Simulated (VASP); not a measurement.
TePd2:

```
CELL_PARAMETERS angstrom
1.82418 1.05319 5.50948
-1.82418 1.05319 5.50948
0.00000 -2.10638 5.50948
ATOMIC_POSITIONS crystal
Te 0.00000 0.00000 0.00000
Pd 0.75000 0.75000 0.75000
Pd 0.25000 0.25000 0.25000
```

```yaml
Program: VASP 6.6.1
Task: relaxation of cell and atoms
Functional: PBE
Potentials_or_basis: VASP PAW PBE potentials, release 64 (Te, Pd)
Cutoff: 600 eV
k_mesh: 6 × 6 × 6
Occupations: gaussian, width 0.1 eV
Spin: no spin polarisation
```

At the start: pressure 12.7 GPa; volume 21.17 Å³/atom.

**Question.** How do energy, volume and symmetry change on relaxing?

**Answer.** Over 48 steps the energy falls by 486.8 meV/atom and the volume is 20.49 Å³/atom (-3.2 %); space group Fm-3m (No. 225, to 0.05 Å).

Step by step:
```
step  energy change (eV)  largest force (eV/Å)  pressure (GPa)  volume (Å³)
   1              0.0000                2.5079           12.72        63.51
   3             -0.4285                0.7713           -2.49        71.56
   5             -0.5456                0.8872           -2.21        69.43
   7             -0.6105                1.0779           23.16        52.78
   9             -1.0336                0.4978            9.69        56.77
  11             -1.0942                0.4808            6.38        58.15
  13             -1.1668                0.1048            3.21        59.39
  15             -1.1850                0.0320            0.02        61.18
  17             -1.1919                0.0504           -0.01        61.24
  19             -1.2323                0.1608           -0.08        61.40
  21             -1.2908                1.0292            3.48        60.63
  23             -1.3251                0.7094            1.84        60.97
  25             -1.3306                0.6435            1.38        61.16
  27             -1.3430                0.7264            0.24        62.12
  29             -1.3736                0.5423           -0.78        62.53
  31             -1.4006                0.0006           -3.96        64.39
  33             -1.4219                0.0816           -2.55        63.27
  35             -1.4428                0.0557            0.15        61.51
  37             -1.4525                0.0280            0.43        61.36
  39             -1.4549                0.0978            0.66        61.24
  41             -1.4565                0.0922           -0.17        61.74
  43             -1.4585                0.0286           -0.10        61.69
  45             -1.4588                0.0010           -0.06        61.66
  47             -1.4602                0.0073            0.46        61.37
  48             -1.4605                0.0113            0.28        61.48
```

Final structure:
```
CELL_PARAMETERS angstrom
2.20848 1.27507 3.63881
-2.20848 1.27507 3.63881
0.00000 -2.55014 3.63881
ATOMIC_POSITIONS crystal
Te 0.00000 0.00000 0.00000
Pd 0.75148 0.75148 0.75148
Pd 0.24852 0.24852 0.24852
```
